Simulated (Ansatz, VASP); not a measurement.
# Two plane-wave programs on MgTe

```
CELL_PARAMETERS angstrom
4.57764 0.00000 0.00000
-2.28882 3.96435 0.00000
0.00000 0.00000 7.45509
ATOMIC_POSITIONS crystal
Mg 0.33333 0.66667 0.99939
Mg 0.66667 0.33333 0.49939
Te 0.33333 0.66667 0.37561
Te 0.66667 0.33333 0.87561
```

Alike in both runs: task single point; functional HSE06; k mesh 6 × 6 × 2; no spin polarisation.

|  | VASP | Ansatz |
| --- | --- | --- |
| version | VASP 6.6.1 | Ansatz 0.2.0 |
| potentials or method | VASP PAW PBE potentials, release 64 (Mg, Te) | plane waves, PAW |
| plane-wave cutoff (eV) | 520 | 420 |
| occupations | gaussian, width 0.01 eV | fixed |
| valence electrons in the cell | 16 | 52 |

|  | VASP | Ansatz | Ansatz less VASP |
| --- | --- | --- | --- |
| gap on the k mesh at the Fermi level (eV) | 3.21 | 3.32 | +0.111 |
| pressure (GPa) | -0.2 | -0.1 | +0.17 |

VASP's potentials hold 16 valence electrons a cell and Ansatz's 52, so a difference there can come from the potentials and not from the codes. Ansatz's warnings: stress exchange threshold loose, stress scf threshold loose.

The k mesh is coarse, so the values compare programs but aren't converged. Neither program's run includes spin-orbit coupling.
